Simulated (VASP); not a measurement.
# Ba (P4/mmm) in VASP: a series of runs, part 2 of 2

VASP 6.6.1.

## (3) Single point, PBE (strained)

INCAR

```
PREC = Accurate ; ENCUT = 520
EDIFF = 1E-7 ; ISMEAR = 0
SIGMA = 0.1 ; LREAL = False
LASPH = True ; NELM = 100
ALGO = Fast ; ISIF = 2
LWAVE = False ; LCHARG = False
GGA = PE ; NBANDS = 11
```

KPOINTS

```
regular mesh
0
Gamma
  10 10 12
```

POSCAR

```
Ba
1.0
    3.9062181760      0.0000000000      0.0000000000
    0.0000000000      3.9062181760      0.0000000000
    0.0000000000      0.0000000000      3.5753966940
Ba
1
Direct
    0.5000000000      0.5000000000      0.5000000000
```

Potentials or basis: VASP PAW PBE potentials, release 64 (Ba_sv).

On the command line:

```
$ cat potpaw_PBE.64/Ba_sv/POTCAR > POTCAR
$ mpirun -np 1 vasp_std > vasp.out
```

OUTCAR:

```text
PREC = Accurate
   ENCUT = 520
   EDIFF = 1E-7
   ISMEAR = 0
   LREAL = False
   LASPH = True
   NELM = 100
   ISIF = 2
   GGA = PE

 ion  position               nearest neighbor table
   1  0.500  0.500  0.500-

  LATTYP: Found a simple tetragonal cell.
 ALAT       =     3.9062181760
 C/A-ratio  =     0.9153090106

  Lattice vectors:

 A1 = (   3.9062181760,   0.0000000000,   0.0000000000)
 A2 = (   0.0000000000,   3.9062181760,   0.0000000000)
 A3 = (   0.0000000000,   0.0000000000,   3.5753966940)

Analysis of symmetry for initial positions (statically):
=====================================================================
 Subroutine PRICEL returns:
 Original cell was already a primitive cell.

 Routine SETGRP: Setting up the symmetry group for a
 simple tetragonal supercell.

 Subroutine GETGRP returns: Found 16 space group operations
 (whereof 16 operations were pure point group operations)
 out of a pool of 16 trial point group operations.

The static configuration has the point symmetry D_4h.

Analysis of symmetry for dynamics (positions and initial velocities):
=====================================================================
 Subroutine PRICEL returns:
 Original cell was already a primitive cell.

 Routine SETGRP: Setting up the symmetry group for a
 simple tetragonal supercell.

 Subroutine GETGRP returns: Found 16 space group operations
 (whereof 16 operations were pure point group operations)
 out of a pool of 16 trial point group operations.

The dynamic configuration has the point symmetry D_4h.

 Subroutine INISYM returns: Found 16 space group operations
 (whereof 16 operations are pure point group operations),
 and found     1 'primitive' translations

----------------------------------------------------------------------------------------

                                     Primitive cell

  volume of cell :      54.5553

  direct lattice vectors                    reciprocal lattice vectors
     3.906218176  0.000000000  0.000000000     0.256002086  0.000000000  0.000000000
     0.000000000  3.906218176  0.000000000     0.000000000  0.256002086  0.000000000
     0.000000000  0.000000000  3.575396694     0.000000000  0.000000000  0.279689244

  length of vectors
     3.906218176  3.906218176  3.575396694     0.256002086  0.256002086  0.279689244

  position of ions in fractional coordinates (direct lattice)
     0.500000000  0.500000000  0.500000000

  ion indices of the primitive-cell ions
   primitive index   ion index
                 1           1

----------------------------------------------------------------------------------------

 KPOINTS: regular mesh

Automatic generation of k-mesh.
 Grid dimensions read from file:
 generate k-points for:   10   10   12

 Generating k-lattice:

  Cartesian coordinates                     Fractional coordinates (reciprocal lattice)
     0.025600209  0.000000000  0.000000000     0.100000000  0.000000000  0.000000000
     0.000000000  0.025600209  0.000000000     0.000000000  0.100000000  0.000000000
     0.000000000  0.000000000  0.023307437     0.000000000  0.000000000  0.083333333

  Length of vectors
     0.025600209  0.025600209  0.023307437

  Shift w.r.t. Gamma in fractional coordinates (k-lattice)
     0.000000000  0.000000000  0.000000000

 Subroutine IBZKPT returns following result:
 ===========================================

 Found    147 irreducible k-points:

 Following reciprocal coordinates:
            Coordinates               Weight
  0.000000  0.000000  0.000000      1.000000
  0.100000  0.000000  0.000000      4.000000
  0.200000  0.000000  0.000000      4.000000
  0.300000  0.000000  0.000000      4.000000
  0.400000  0.000000  0.000000      4.000000
  0.500000  0.000000  0.000000      2.000000
[... 16 lines left out ...]
  0.100000  0.000000  0.083333      8.000000
  0.200000  0.000000  0.083333      8.000000
 [... further k-points ...]
   k-points           NKPTS =    147   k-points in BZ     NKDIM =    147   number of bands    NBANDS=     11
   number of dos      NEDOS =    301   number of ions     NIONS =      1
   total plane-waves  NPLWV =  25200
   dimension x,y,z NGX =    30 NGY =   30 NGZ =   28
   dimension x,y,z NGXF=    60 NGYF=   60 NGZF=   56
   ions per type =               1
   NGX,Y,Z   is equivalent  to a cutoff of  12.77, 12.77, 13.02 a.u.
   NGXF,Y,Z  is equivalent  to a cutoff of  25.54, 25.54, 26.04 a.u.
 SYSTEM =  unknown system
   PREC   = accura    normal or accurate (medium, high low for compatibility)
   ISTART =      0    job   : 0-new  1-cont  2-samecut
   ICHARG =      2    charge: 1-file 2-atom 10-const
   ISPIN  =      1    spin polarized calculation?
   LNONCOLLINEAR =      F non collinear calculations
   LSORBIT =      F    spin-orbit coupling
   LASPH  =      T    aspherical Exc in radial PAW
   ENCUT  =  520.0 eV  38.22 Ry    6.18 a.u.   7.26  7.26  6.65*2*pi/ulx,y,z
   NELM   =    100;   NELMIN=  2; NELMDL= -5     # of ELM steps
   EDIFF  = 0.1E-06   stopping-criterion for ELM
   LREAL  =      F    real-space projection
   EDIFFG = 0.1E-05   stopping-criterion for IOM
   NSW    =      0    number of steps for IOM
   IBRION =     -1    ionic relax: 0-MD 1-quasi-New 2-CG
   NFREE  =      0    steps in history (QN), initial steepest desc. (CG)
   ISIF   =      2    stress and relaxation
   ISYM   =      2    0-nonsym 1-usesym 2-fastsym
   POTIM  = 0.5000    time-step for ionic-motion
   TEBEG  =    0.0;   TEEND  =   0.0 temperature during run
   PSTRESS=    0.0 pullay stress
   NELECT =      10.0000    total number of electrons
   NUPDOWN=      -1.0000    fix difference up-down
   EMIN   =  10.00;   EMAX   =-10.00  energy-range for DOS
   EFERMI =   0.00;   METHOD = LEGACY
   ISMEAR =     0;   SIGMA  =   0.10  broadening in eV -4-tet -1-fermi 0-gaus
   EFERMI_NEDOS =   21; number of points for ismear=-14 and -15
   IALGO  =     68    algorithm
   IMIX   =      4    mixing-type and parameters
     AMIX     =   0.40;   BMIX     =  1.00
     AMIX_MAG =   1.60;   BMIX_MAG =  1.00
  volume/ion in A,a.u.               =      54.56       368.16
  Fermi-wavevector in a.u.,A,eV,Ry     =   0.929956  1.757362 11.766567  0.864818
  Thomas-Fermi vector in A             =   2.056294
   LORBIT       =      0    0 simple, 1 ext, 2 COOP (PROOUT), +10 PAW based schemes
   GGA     = PE    functional components
   LHFCALC =     F    Hartree Fock is set to
   AEXX    =    0.0000 exact exchange contribution
   IVDW    =     0    specifies the selected vdW correction
   LEPSILON=     F    determine dielectric tensor
   LRPA    =     F    only Hartree local field effects (RPA)
 non-spin polarized calculation
 RMM-DIIS sequential band-by-band and
 Gauss-broadening in eV      SIGMA  =   0.10
  energy-cutoff  :      520.00
  volume of cell :       54.56
 maximum number of plane-waves:      1486
 NGX is ok and might be reduce to    30
   NGX = 15   NGY = 15   NGZ = 13

 number of electron      10.0000001 magnetization

 Free energy of the ion-electron system (eV)
  ---------------------------------------------------
  ext. energy  EPLUGINS =         0.00000000
  ---------------------------------------------------
  free energy    TOTEN  =        -1.53330767 eV

  energy without entropy =       -1.53013195  energy(sigma->0) =       -1.53171981

 E-fermi :   2.0506     XC(G=0):  -7.8617

 val. band max:        2.0412583051   @ k =   0.1000   0.0000   0.0000
 cond. band min:       2.0592445222   @ k =   0.2000   0.0000   0.5000
 fundamental gap:      0.0179862171
 Fermi energy:         2.0506020970

 k-point     1 :       0.0000    0.0000    0.0000
  band No.  band energies     occupation
      1     -26.9950      2.00000
      2     -11.7824      2.00000
      3     -11.7824      2.00000
      4     -11.4502      2.00000
      5      -0.4964      2.00000
      6       1.9948      1.56998
      7       2.0214      1.32056
      8       7.0912      0.00000
      9       7.8284      0.00000
     10       7.8284      0.00000
     11       9.9306      0.00000
[... 309 lines left out ...]
 k-point    24 :       0.2000    0.0000    0.0833
  band No.  band energies     occupation
      1     -26.9605      2.00000
      2     -12.0633      2.00000
      3     -11.7458      2.00000
      4     -11.5446      2.00000
      5       0.2154      2.00000
      6       2.3318      0.00007
      7       2.6656      0.00000
      8       5.9682      0.00000
      9       6.3156      0.00000
     10       7.4723      0.00000
     11       8.8215      0.00000

 [... further k-points ...]

------------------------ aborting loop because EDIFF is reached ----------------------------------------

  FORCE on cell =-STRESS in cart. coord.  units (eV):
  Direction    XX          YY          ZZ          XY          YZ          ZX
  --------------------------------------------------------------------------------------
  -------------------------------------------------------------------------------------
  Total        0.0229284      0.0229284      1.3354967      0.0000000      0.0000000      0.0000000
  in kB        0.6733609      0.6733609     39.2207739      0.0000000      0.0000000      0.0000000
  external PRESSURE =      13.5224986 kB  Pullay stress =       0.0000000 kB

 VOLUME and BASIS-vectors are now :
 -----------------------------------------------------------------------------
  energy-cutoff  :      520.00
  volume of cell :       54.56
      direct lattice vectors                 reciprocal lattice vectors
     3.906218176  0.000000000  0.000000000     0.256002086  0.000000000  0.000000000
     0.000000000  3.906218176  0.000000000     0.000000000  0.256002086  0.000000000
     0.000000000  0.000000000  3.575396694     0.000000000  0.000000000  0.279689244

 POSITION                                       TOTAL-FORCE (eV/Angst)
 -----------------------------------------------------------------------------------
      1.95311      1.95311      1.78770         0.000000      0.000000      0.000000
 -----------------------------------------------------------------------------------
    total drift:                                0.000000      0.000000      0.000000

  FREE ENERGIE OF THE ION-ELECTRON SYSTEM (eV)
  ---------------------------------------------------
  free  energy   TOTEN  =        -1.5333076738 eV

  energy  without entropy=       -1.5301319493  energy(sigma->0) =       -1.53171981
```

OSZICAR:

```text
N       E                     dE             d eps       ncg     rms          rms(c)
DAV:   1     0.603198676794E+02    0.60320E+02   -0.43918E+03  3250   0.739E+02
DAV:   2     0.154012687537E+01   -0.58780E+02   -0.57410E+02  3939   0.146E+02
DAV:   3    -0.140300284337E+01   -0.29431E+01   -0.29289E+01  4056   0.367E+01
DAV:   4    -0.154481117338E+01   -0.14181E+00   -0.14167E+00  4756   0.512E+00
DAV:   5    -0.154566592740E+01   -0.85475E-03   -0.85472E-03  3968   0.409E-01    0.233E+00
RMM:   6    -0.153612342489E+01    0.95425E-02   -0.90382E-03  3604   0.808E-01    0.138E+00
RMM:   7    -0.153266366143E+01    0.34598E-02   -0.25179E-02  4241   0.140E+00    0.832E-02
RMM:   8    -0.153320242607E+01   -0.53876E-03   -0.28840E-03  4398   0.399E-01    0.249E-02
RMM:   9    -0.153329793570E+01   -0.95510E-04   -0.59185E-04  4796   0.148E-01    0.224E-02
RMM:  10    -0.153330511930E+01   -0.71836E-05   -0.59984E-05  4735   0.534E-02    0.124E-02
RMM:  11    -0.153330691855E+01   -0.17992E-05   -0.22403E-05  5256   0.237E-02    0.501E-03
RMM:  12    -0.153330739203E+01   -0.47348E-06   -0.43753E-06  5028   0.142E-02    0.104E-03
RMM:  13    -0.153330760930E+01   -0.21727E-06   -0.15143E-06  4765   0.575E-03    0.349E-04
RMM:  14    -0.153330767385E+01   -0.64543E-07   -0.39539E-07  3394   0.272E-03
   1 F= -.15333077E+01 E0= -.15317198E+01  d E =-.317572E-02
```

It took 35 s on 1 thread of Intel Xeon 6975P-C (Granite Rapids), shared host; peak memory 0.22 GiB.

Results:

* Free energy: -1.5333 eV
* Pressure: 1.4 GPa
* Band gap on the k mesh: zero (bands 5 and 6 overlap by 0.53 eV)

Stress tensor (GPa, compression positive):
```
0.07 0.00 0.00
0.00 0.07 0.00
0.00 0.00 3.92
```

Levels at points of the mesh, in eV from the Fermi level:
```csv
k point,band 2,band 3,band 4,band 5,band 6,band 7,band 8,band 9
"(0.00, 0.00, 0.00)",-13.83,-13.83,-13.50,-2.55,-0.06,-0.03,5.04,5.78
"(0.50, 0.00, 0.00)",-14.63,-13.76,-13.43,-0.67,0.47,0.98,2.66,3.68
"(0.50, 0.50, 0.00)",-14.51,-14.51,-13.37,-1.11,0.52,3.70,3.70,4.12
"(0.00, 0.00, 0.50)",-15.01,-13.66,-13.66,-0.23,0.94,1.39,2.29,2.29
"(0.50, 0.00, 0.50)",-14.90,-14.39,-13.59,-1.27,1.09,2.78,3.51,4.07
"(0.50, 0.50, 0.50)",-14.79,-14.28,-14.28,-0.37,-0.37,0.33,4.10,6.96
```

Caveat: the cell differs from its parent crystal (strained); spin-orbit coupling is left out, which moves the levels of the heavy elements.
